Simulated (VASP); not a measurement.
The system is AlNi3.

```
Ni Al
1.0
     3.52305    0.00000    0.00000
     0.00000    3.52305    0.00000
     0.00000    0.00000    3.52305
Ni Al
3 1
Direct
  0.50000 0.50000 0.00000
  0.50000 0.00000 0.50000
  0.00000 0.50000 0.50000
  0.00000 0.00000 0.00000
```

- Program: VASP 6.6.1
- Task: relaxation of cell and atoms
- Functional: BLYP
- Potentials or basis: VASP PAW PBE potentials, release 64 (Ni, Al)
- Cutoff: 600 eV
- k mesh: 8 × 8 × 8
- Occupations: fermi-dirac, width 0.05 eV
- Spin: collinear spin, ferromagnetic start
- Starting moments: [1.0, 1.0, 1.0, 0.0] μB

At the start: pressure 14.9 GPa; volume 10.93 Å³/atom.

Question: Where does the relaxation end?

Answer: Over 3 steps the energy falls by 38.1 meV/atom and the volume is 11.83 Å³/atom (+8.2 %); space group Pm-3m (No. 221, to 0.1 Å) before and after; moment 0.67 μB per cell.

The path:
```tsv
step	energy change (eV)	largest force (eV/Å)	pressure (GPa)	volume (Å³)
1	0.0000	0.0000	14.87	43.73
2	-0.0596	0.0000	-8.78	50.47
3	-0.1524	0.0000	0.04	47.30
```

Final structure:
```xyz
4
Lattice="3.6166 0.0000 0.0000 0.0000 3.6166 0.0000 0.0000 0.0000 3.6166" Properties=species:S:1:pos:R:3 pbc="T T T"
Ni    1.8083    1.8083    0.0000
Ni    1.8083    0.0000    1.8083
Ni    0.0000    1.8083    1.8083
Al    0.0000    0.0000    0.0000
```

Caveat: the PAW data sets were made with another functional, which shifts forces and pressure a little.
